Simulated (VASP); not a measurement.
Input of a VASP 6.6.1 run:

Contents of INCAR:

```
SYSTEM = Nb
ALGO = Normal ; EDIFF = 1E-6
ENCUT = 520 ; GGA = RP
ISIF = 2 ; ISMEAR = -1
LASPH = .TRUE. ; LCHARG = .FALSE.
LREAL = .FALSE. ; LWAVE = .FALSE.
NBANDS = 34 ; NELM = 100
PREC = Accurate ; SIGMA = 0.1
```

KPOINTS

```
k-points
0
G
  14 14 4
  0 0 0
```

POSCAR

```
Nb
1.0
    2.8053703065      0.0000000000      0.0000000000
   -1.4026851532      2.4295219524      0.0000000000
    0.0000000000      0.0000000000     10.2688456385
Nb
4
Direct
    0.0000000000      1.0000000000      1.0000000000
    0.0000000000      1.0000000000      0.5000000000
    0.3333333333      0.6666666667      0.2500000000
    0.6666666667      0.3333333333      0.7500000000
```

Potentials or basis: VASP PAW PBE potentials, release 64 (Nb_sv).

The run is started by

```bash
$ cat potpaw_PBE.64/Nb_sv/POTCAR > POTCAR
$ mpirun -np 1 vasp_std > vasp.out
```

(1) Predict the pressure.

(2) Estimate the band gap on the k mesh.

Answers

(1) 14.6 GPa.

(2) zero (bands 26 and 27 overlap by 1.69 eV).

Caveat: the cell stands under pressure; the PAW data sets were made with another functional, which shifts forces and pressure a little.
